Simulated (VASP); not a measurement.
A run of VASP 6.6.1 is set up as follows.

File INCAR:

```
SYSTEM = Li2GeN
ALGO = Normal
EDIFF = 1E-7
EDIFFG = -0.08
ENCUT = 750
GGA = PE
GGA_COMPAT = .False.
IBRION = 2
ISIF = 3
ISMEAR = 0
LASPH = .True.
LCHARG = .False.
LREAL = .False.
LWAVE = .False.
NELM = 120
NELMIN = 4
NSW = 36
PREC = Accurate
SIGMA = 0.2
```

File KPOINTS:

```
k-points
0
Gamma
  6 6 6
  0 0 0
```

File POSCAR:

```
Li2GeN
1.0
   -1.9668009200      2.3678468200      3.3519925400
    1.9668009200     -2.3678468200      3.3519925400
    1.9668009200      2.3678468200     -3.3519925400
Li Ge N
2 1 1
Direct
    0.5000000000      0.5000000000      0.0000000000
    0.0000000000      0.5000000000      0.5000000000
    0.5000000000      0.0000000000      0.5000000000
    0.0000000000      0.0000000000      0.0000000000
```

Potentials or basis: VASP PAW PBE potentials, release 64 (Li_sv, Ge_d, N).

Run with:

```console
$ cat potpaw_PBE.64/Li_sv/POTCAR potpaw_PBE.64/Ge_d/POTCAR potpaw_PBE.64/N/POTCAR > POTCAR
$ mpirun -np 1 vasp_std > vasp.out
```

(1) Estimate the relaxed cell.

(2) Estimate the band gap on the k mesh.

Results:

(1) a = 4.136 Å, b = 4.136 Å, c = 4.136 Å, α = 106.43°, β = 116.96°, γ = 105.29°.

(2) zero (an odd number of electrons rules out a gap without spin polarisation).
